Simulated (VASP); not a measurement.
# H3C8Cl in VASP: notebook, part 2 of 2

VASP 6.6.1. Earlier steps stand in the parts before.

**4. Single point, PBEsol**

Input file INCAR:

```
PREC = Accurate
ENCUT = 520
EDIFF = 1E-7
ISMEAR = 0
SIGMA = 0.05
LREAL = Auto
LASPH = True
NELM = 60
ALGO = Normal
ISIF = 2
LWAVE = False
LCHARG = False
GGA = PS
NBANDS = 60
```

Input file KPOINTS:

```
Automatic mesh
0
Gamma
  3 3 1
```

Input file POSCAR:

```
H3C8Cl
1.0
    5.0487420000      0.0000000000      0.0000000000
    2.5243710000      4.3723390000      0.0000000000
    0.0000000000      0.0000000000     15.7764260000
H C Cl
6 16 2
Direct
    0.1666667848      0.1666666285      0.0633857123
    0.6666667848      0.1666666285      0.0633857123
    0.1666666285      0.6666667429      0.0633857123
    0.6666666285      0.6666667429      0.0633857123
    0.0035352341      0.4994212480      0.3634806134
    0.4969988997      0.4994811701      0.3634804866
    0.1666667848      0.1666666285      0.1331099959
    0.6666667848      0.1666666285      0.1331099959
    0.1666666285      0.6666667429      0.1331099959
    0.6666666285      0.6666667429      0.1331099959
   -0.1666666285      0.3333332571      0.1657717027
    0.3333333715      0.3333332571      0.1657717027
   -0.1666665867      0.8333333715      0.1657717027
    0.3333334133      0.8333333715      0.1657717027
   -0.1689585472      0.3379246211      0.2625240977
    0.3344943374      0.3309887454      0.2641685766
   -0.1642262680      0.8320766071      0.2641725699
    0.3321468081      0.8320866703      0.2641755490
   -0.0039718823      0.0079124697      0.2949244651
    0.5039028812     -0.0077768444      0.2955038106
    0.0029441315      0.4995330874      0.2937919526
    0.4975234491      0.4995186787      0.2937920794
    0.5364631535     -0.0729270992      0.4097154197
    0.9665400790      0.0669305376      0.4085081754
```

Potentials or basis: VASP PAW PBE potentials, release 64 (H, C, Cl).

Launch:

```bash
$ cat potpaw_PBE.64/H/POTCAR potpaw_PBE.64/C/POTCAR potpaw_PBE.64/Cl/POTCAR > POTCAR
$ mpirun -np 1 vasp_std > vasp.out
```

OUTCAR:

```text
PREC = Accurate
   ENCUT = 520
   EDIFF = 1E-7
   ISMEAR = 0
   LREAL = Auto
   LASPH = True
   NELM = 60
   ISIF = 2
   GGA = PS

 ion  position               nearest neighbor table
   1  0.167  0.167  0.063-   7 1.10
   2  0.667  0.167  0.063-   8 1.10
   3  0.167  0.667  0.063-   9 1.10
   4  0.667  0.667  0.063-  10 1.10
   5  0.004  0.499  0.363-  21 1.10
   6  0.497  0.499  0.363-  22 1.10
   7  0.167  0.167  0.133-   1 1.10  12 1.55  14 1.55  11 1.55
   8  0.667  0.167  0.133-   2 1.10  11 1.55  13 1.55  12 1.55
   9  0.167  0.667  0.133-   3 1.10  13 1.55  14 1.55  12 1.55
  10  0.667  0.667  0.133-   4 1.10  14 1.55  13 1.55  11 1.55
[... 523 lines left out ...]
  Total       11.7733660      0.2296080     -0.7601923     -0.0003327      0.0065605      0.0004784
  in kB       54.1633599      1.0563114     -3.4972641     -0.0015307      0.0301815      0.0022007
  external PRESSURE =      17.2408024 kB  Pullay stress =       0.0000000 kB

 VOLUME and BASIS-vectors are now :
 -----------------------------------------------------------------------------
  energy-cutoff  :      520.00
  volume of cell :      348.26
      direct lattice vectors                 reciprocal lattice vectors
     5.048742000  0.000000000  0.000000000     0.198069143 -0.114355268  0.000000000
     2.524371000  4.372339000  0.000000000     0.000000000  0.228710537  0.000000000
     0.000000000  0.000000000 15.776426000     0.000000000  0.000000000  0.063385712

 POSITION                                       TOTAL-FORCE (eV/Angst)
 -----------------------------------------------------------------------------------
      1.26219      0.72872      1.00000        -0.009802     -0.004813     -0.328029
      3.78656      0.72872      1.00000         0.009781     -0.004839     -0.327960
      2.52437      2.91489      1.00000         0.000001     -0.025389     -0.292525
      5.04874      2.91489      1.00000         0.000022      0.034087     -0.292627
      1.27857      2.18364      5.73442        -0.003150      0.000373      0.038402
      3.77009      2.18390      5.73442         0.003361     -0.001300      0.038549
[... 16 lines left out ...]
      5.04874      4.05348      6.46384         0.000809      0.013295     -0.063686
      5.04877      0.29264      6.44480        -0.000953     -0.007468     -0.064479
 -----------------------------------------------------------------------------------
    total drift:                               -0.000141      0.001343     -0.042525

  FREE ENERGIE OF THE ION-ELECTRON SYSTEM (eV)
  ---------------------------------------------------
  free  energy   TOTEN  =      -177.9839988976 eV

  energy  without entropy=     -177.9839988976  energy(sigma->0) =     -177.98399890
```

OSZICAR:

```text
N       E                     dE             d eps       ncg     rms          rms(c)
DAV:   1     0.573762434024E+03    0.57376E+03   -0.38101E+04   600   0.121E+03
DAV:   2    -0.116834897464E+03   -0.69060E+03   -0.65849E+03   812   0.279E+02
DAV:   3    -0.185442452040E+03   -0.68608E+02   -0.68050E+02   736   0.901E+01
[... 18 lines left out ...]
DAV:  22    -0.177983995167E+03   -0.11589E-04   -0.88798E-07   664   0.317E-03    0.369E-03
DAV:  23    -0.177983997799E+03   -0.26319E-05   -0.16673E-07   584   0.135E-03    0.165E-03
DAV:  24    -0.177983998377E+03   -0.57810E-06   -0.60146E-08   504   0.790E-04    0.442E-04
DAV:  25    -0.177983998801E+03   -0.42472E-06   -0.26793E-08   512   0.472E-04    0.538E-04
DAV:  26    -0.177983998898E+03   -0.96280E-07   -0.56317E-09   520   0.253E-04
   1 F= -.17798400E+03 E0= -.17798400E+03  d E =-.195520E-10
```

Run time: 2.6 min. Hardware: 1 thread of Intel Xeon 6975P-C (Granite Rapids), shared host; peak memory 0.45 GiB.

What came out:

```
Free energy            : -177.9840 eV
Largest force          : 1.443 eV/Å
Band gap on the k mesh : 1.68 eV, direct
```

Forces in eV/Å, atoms in the order of the input:
```
H   -0.010 -0.005 -0.328
H    0.010 -0.005 -0.328
H    0.000 -0.025 -0.293
H    0.000  0.034 -0.293
H   -0.003  0.000  0.038
H    0.003 -0.001  0.039
C    0.015  0.028  1.177
C   -0.015  0.028  1.177
C    0.000 -0.025  1.443
C    0.000 -0.024  1.392
C    0.000 -0.019 -1.302
C    0.000 -0.558 -0.929
C    0.134  0.284 -0.960
C   -0.134  0.284 -0.959
C   -0.002 -0.001  0.019
C    0.003 -0.016  0.008
C    0.003  0.011  0.009
C   -0.003  0.009  0.008
C    0.004 -0.004  0.112
C   -0.004 -0.002  0.101
C   -0.007 -0.001 -0.002
C    0.007  0.003 -0.002
Cl   0.001  0.013 -0.064
Cl  -0.001 -0.007 -0.064
```

Levels at points of the mesh, in eV from the valence-band top:
```
           k point  band 38  band 39  band 40  band 41  band 42  band 43  band 44  band 45  band 46  band 47
(0.00, 0.00, 0.00)    -3.04    -2.92    -1.69    -1.62     0.00     1.68     2.58     3.28     3.59     4.46
```

Caveat: the k points lie up to 0.48 Å⁻¹ apart; the PAW data sets were made with another functional, which shifts forces and pressure a little.
